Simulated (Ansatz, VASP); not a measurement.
## TiAl: VASP beside Ansatz

```
Ti Al
1.0
     3.01800    0.07545    0.00000
     0.07545    3.01800    0.00000
     0.00000    0.00000    3.01800
Ti Al
1 1
Direct
  0.50000 0.50000 0.50000
  0.00000 0.00000 0.00000
```

Alike in both runs: task single point; functional r2SCAN; k mesh 11 × 11 × 11; no spin polarisation.

|  | VASP | Ansatz |
| --- | --- | --- |
| version | VASP 6.6.1 | Ansatz 0.2.0 |
| potentials or method | VASP PAW PBE potentials, release 64 (Ti_sv, Al), cutoff 520 eV | plane waves, PAW |
| occupations | methfessel-paxton of order 1, width 0.1 eV | cold, width 0.1 eV |
| valence electrons in the cell | 15 | 15 |

```tsv
	VASP	Ansatz	Ansatz less VASP
pressure (GPa)	24.3	24.2	-0.17
traceless stress, the component that is largest in VASP (GPa)	-6.54	-6.48	+0.059
```

VASP's potentials were made for PBE, not for r2SCAN.
